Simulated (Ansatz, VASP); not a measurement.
BeS in VASP and in Ansatz

```
Be S
1.0
     3.54329    0.00000    0.00000
     0.00000    3.54329    0.00000
     0.00000    0.00000    7.06712
Be S
4 4
Direct
  0.11138 0.50000 0.25000
  0.50000 0.88862 0.50000
  0.50000 0.11138 0.00000
  0.88862 0.50000 0.75000
  0.00000 0.61138 0.50000
  0.38862 0.00000 0.25000
  0.61138 0.00000 0.75000
  0.00000 0.38862 0.00000
```

Alike in both runs: task relaxation of cell and atoms; functional PBE; k mesh 6 × 6 × 4; occupations gaussian, width 0.1 eV; no spin polarisation.

|  | VASP | Ansatz |
| --- | --- | --- |
| version | VASP 6.6.1 | Ansatz 0.2.0 |
| potentials or method | VASP PAW PBE potentials, release 64 (Be, S), cutoff 600 eV | scalar-relativistic, plane waves, PAW |
| valence electrons in the cell | 32 | 32 |

|  | VASP | Ansatz | Ansatz less VASP |
| --- | --- | --- | --- |
| gap on the k mesh at the Fermi level, each at its own relaxed structure (eV) | 1.98 | 1.98 | +0.001 |
| relaxed volume (Å³/atom) | 14.66 | 14.64 | -0.027 |
| relaxed cell length with the largest relative difference (Å) | 3.796 | 3.794 | -0.0025 |

Noted on VASP's run: the volume moved by over 15 % at a fixed basis, so the end points are rough.
